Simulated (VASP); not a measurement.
**Br: single point with BLYP**

The system is Br.

```xyz
1
Lattice="-1.2868 1.7200 3.5780 1.2868 -1.7200 3.5780 1.2868 1.7200 -3.5780" Properties=species:S:1:pos:R:3 pbc="T T T"
Br    0.0000    0.0000    0.0000
```

```
Program             : VASP 6.6.1
Task                : single point
Functional          : BLYP
Potentials or basis : VASP PAW PBE potentials, release 64 (Br)
Cutoff              : 500 eV
k mesh              : 4 × 4 × 4
Occupations         : gaussian, width 0.091 eV
Spin                : no spin polarisation
```

- Pressure: 5.9 GPa

Stress tensor (GPa, compression positive):
```
16.76  0.00  0.00
 0.00 -1.37  0.00
 0.00  0.00  2.23
```

Levels at points of the mesh, in eV from the Fermi level:
| k point | band 1 | band 2 | band 3 | band 4 | band 5 | band 6 |
| --- | --- | --- | --- | --- | --- | --- |
| (0.00, 0.00, 0.00) | -15.29 | -1.58 | -0.72 | 4.53 | 5.77 | 9.68 |
| (0.50, 0.00, 0.00) | -14.81 | -3.75 | -1.92 | 4.68 | 6.83 | 12.88 |
| (0.00, 0.50, 0.00) | -12.42 | -5.31 | -0.18 | 1.16 | 7.96 | 12.20 |
| (0.50, 0.50, 0.00) | -12.06 | -4.91 | -1.10 | 0.18 | 7.21 | 9.00 |
| (0.50, 0.50, 0.50) | -15.08 | -3.47 | -0.97 | 4.42 | 7.76 | 11.86 |

Wall time 9.1 s on 1 thread of Intel(R) Xeon(R) 6975P-C (Granite Rapids), with other jobs on the host, peak memory 0.15 GiB.

Caveat: the k points lie up to 0.76 Å⁻¹ apart; the PAW data sets were made with another functional, which shifts forces and pressure a little; an odd number of electrons without spin polarisation forces a metal; a magnetic or distorted state may lie lower.
